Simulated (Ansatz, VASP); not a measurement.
As in VASP and in Ansatz

```
As
1.0
     1.88803   -5.26995   -0.04896
     1.82467    5.29316    0.03977
     0.01034   -0.03431    4.09191
As
4
Direct
  0.13182 0.89045 0.04999
  0.63172 0.39055 0.45592
  0.90037 0.12171 0.95592
  0.40027 0.62181 0.54999
```

Alike in both runs: functional PBEsol; dispersion D3(BJ); k mesh 12 × 12 × 10; occupations fermi-dirac, width 0.15 eV; no spin polarisation.

Ansatz relaxed the structure, and its values are those at the end. VASP's run is a single point on that final structure, the one shown.

```csv
,VASP,Ansatz
version,VASP 6.6.1,Ansatz 0.2.0
potentials or method,"VASP PAW PBE potentials, release 64 (As), cutoff 500 eV","scalar-relativistic, plane waves, PAW"
valence electrons in the cell,20,60
```

Ansatz gave:

| Item | Value |
| --- | --- |
| gap on the k mesh at the Fermi level (eV) | none |
| pressure (GPa) | 0.0 |
| rms of the force components (eV/Å) | 0.000 |

Task: Which values does VASP return?

Result: gap on the k mesh at the Fermi level (eV): none; pressure (GPa): 0.5; rms of the force components (eV/Å): 0.043.

VASP's potentials were made for PBE, not for PBEsol. A gap of «none» marks a metal or a gap that the smearing closes. VASP's potentials hold 20 valence electrons a cell and Ansatz's 60, so a difference there can come from the potentials and not from the codes. Ansatz's warnings: structure snapped to symmetry.
